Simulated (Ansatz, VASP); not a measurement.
## One calculation of MoS, two programs

```xyz
4
Lattice="3.4399 0.0000 0.0000 -1.7200 2.9791 0.0000 0.0000 0.0000 5.3319" Properties=species:S:1:pos:R:3 pbc="T T T"
Mo    0.0000    0.0000    0.0000
Mo    0.0000    0.0000    2.6660
S     0.0000    1.9861    1.3330
S     1.7200    0.9930    3.9989
```

Alike in both runs: task relaxation of cell and atoms; functional PBE; k mesh 6 × 6 × 4; occupations gaussian, width 0.1 eV; collinear spin; Hubbard terms Mo d U = 4.38 eV.

|  | VASP | Ansatz |
| --- | --- | --- |
| version | VASP 6.6.1 | Ansatz 0.2.0 |
| potentials or method | VASP PAW PBE potentials, release 64 (Mo_sv, S), cutoff 600 eV | scalar-relativistic, plane waves, PAW |
| valence electrons in the cell | 40 | 40 |

```tsv
	VASP	Ansatz	Ansatz less VASP
gap on the k mesh at the Fermi level, each at its own relaxed structure (eV)	none	none	-
net moment per atom (μB)	1.58	2.00	+0.416
size of the moment on the site where the two differ most (μB)	2.95	3.24	+0.293
relaxed volume (Å³/atom)	18.48	20.99	+2.517
relaxed cell length with the largest relative difference (Å)	3.664	3.824	+0.1600
```

The net moments are unlike, so the other rows may belong to different states. Site moments also hang on the region over which each program counts them. The programs project onto different local orbitals, so the same U acts differently, and such runs can settle in different states. A gap of «none» marks a metal or a gap that the smearing closes. Ansatz's warnings: filled band counts differ across k points.

Noted on VASP's run: the volume moved by over 15 % at a fixed basis, so the end points are rough.
